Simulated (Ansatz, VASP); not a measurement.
**P in VASP and in Ansatz**

```
P
1.0
     3.47275    0.04067   -0.04870
     0.43173   35.31596    0.13294
    -0.06870    0.01767    4.72507
P
4
Direct
  0.00109 0.97013 0.59813
  0.97154 0.02744 0.41550
  0.50173 0.03143 0.08448
  0.52564 0.97099 0.90189
```

Change from the starting cell: all atoms moved at random (sigma 0.06 Å a component), cell strained at random (sigma 0.05).

Alike in both runs: task single point; functional PBEsol; k mesh 8 × 1 × 6; occupations gaussian, width 0.05 eV; no spin polarisation.

|  | VASP | Ansatz |
| --- | --- | --- |
| version | VASP 6.6.1 | Ansatz 0.2.0 |
| potentials or method | VASP PAW PBE potentials, release 64 (P), cutoff 520 eV | scalar-relativistic, plane waves, PAW |
| valence electrons in the cell | 20 | 20 |

VASP gave:

```
gap on the k mesh at the Fermi level (eV) : 0.94
least direct gap on the mesh (eV)         : 0.94
rms of the force components (eV/Å)        : 0.613
```

Problem. Estimate Ansatz's values.

Solution. gap on the k mesh at the Fermi level (eV): 0.91; least direct gap on the mesh (eV): 0.91; rms of the force components (eV/Å): 0.613.

VASP's potentials were made for PBE, not for PBEsol. Atom by atom the forces differ by 0.010 eV/Å (rms over components). The functional is the same, so the differences come from potentials, cutoffs and numerics.
